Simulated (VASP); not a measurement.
Runs of VASP 6.6.1 on BiP2. The structure is that of space group Fm-3m (No. 225), or close to it. The cells are those of the table. 

```tsv
task	cell	k mesh	cutoff (eV)	gap on the mesh (eV)	pressure (GPa)	relaxed volume (Å³/atom)
single point	a = 4.759 Å, angles 60.0°, 3 atoms	6 × 6 × 6	520	none	0.1	-
relaxation of cell and atoms	relaxed from a = 4.759 Å, angles 60.0°, 3 atoms	12 × 12 × 12	600	none	0.0	(a)
single point	a = 4.486 Å, angles 60.0°, 3 atoms	6 × 6 × 6	520	none	14.8	-
single point	a = 4.755 Å, angles 60.0°, 3 atoms	12 × 12 × 12	520	none	0.0	-
relaxation of cell and atoms	relaxed from a = 4.486 Å, angles 60.0°, 3 atoms	6 × 6 × 6	600	none	0.0	25.43
```

Alike in all rows: level PBE; potentials or basis VASP PAW PBE potentials, release 64 (Bi_d, P); no spin polarisation; smearing gaussian 0.1 eV.

Q: Fill in the values left out.

A: (a) 25.35.

Caveats: spin-orbit coupling is left out, which moves the levels of the heavy elements; an odd number of electrons without spin polarisation forces a metal; a magnetic or distorted state may lie lower; the cell stands under pressure (at least some runs); the volume moved by over 15 % at a fixed basis, so the end points are rough (at least some runs).

A k mesh can miss the band edges, and the runs leave out spin-orbit coupling on Bi.

A gap of «none» marks levels without a gap at the run's occupations.
